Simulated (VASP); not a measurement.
Wanted: the native input for a VASP 6.6.1 run.

```
Task                   : single point
Functional             : BLYP
Potentials or basis    : VASP PAW PBE potentials, release 64 (Zr_sv)
Cutoff                 : 520 eV
k mesh                 : 9 × 9 × 5
Occupations            : fermi-dirac, width 0.05 eV
Spin                   : no spin polarisation
Dipole correction      : no
Further INCAR settings : ALGO = Normal; EDIFF = 1e-06; NBANDS = 19
```

The structure of Zr lies in POSCAR:

```
Zr
1.0
    3.2633125933      0.0000000000      0.0000000000
   -1.6316562966      2.8261116063      0.0000000000
    0.0000000000      0.0000000000      5.2404356382
Zr
2
Direct
    0.6666666667      0.3333333333      0.7500000000
    0.3333333333      0.6666666667      0.2500000000
```

These files were run (other wordings do the same):

INCAR

```
SYSTEM = Zr
AGGAC = 1.0
AGGAX = 1.0
ALDAC = 0.0
ALDAX = 1.0
ALGO = Normal
EDIFF = 1E-6
ENCUT = 520
GGA = B5
ISIF = 2
ISMEAR = -1
LASPH = .True.
LCHARG = .True.
LELF = .True.
LREAL = .False.
LVHAR = .True.
LWAVE = .False.
NBANDS = 19
NELM = 80
PREC = Accurate
SIGMA = 0.05
```

KPOINTS

```
k-points
0
Gamma
  9 9 5
  0 0 0
```

Potentials or basis: VASP PAW PBE potentials, release 64 (Zr_sv).

Command:

```sh
$ cat potpaw_PBE.64/Zr_sv/POTCAR > POTCAR
$ mpirun -np 1 vasp_std > vasp.out
```

It gave:

```
Pressure               : 0.1 GPa
Band gap on the k mesh : zero (bands 12 and 13 overlap by 1.06 eV)
```

Caveat: the PAW data sets were made with another functional, which shifts forces and pressure a little.

It took 14 s on 1 thread of Intel(R) Xeon(R) 6975P-C (Granite Rapids), on a shared host, peak memory 0.16 GiB.
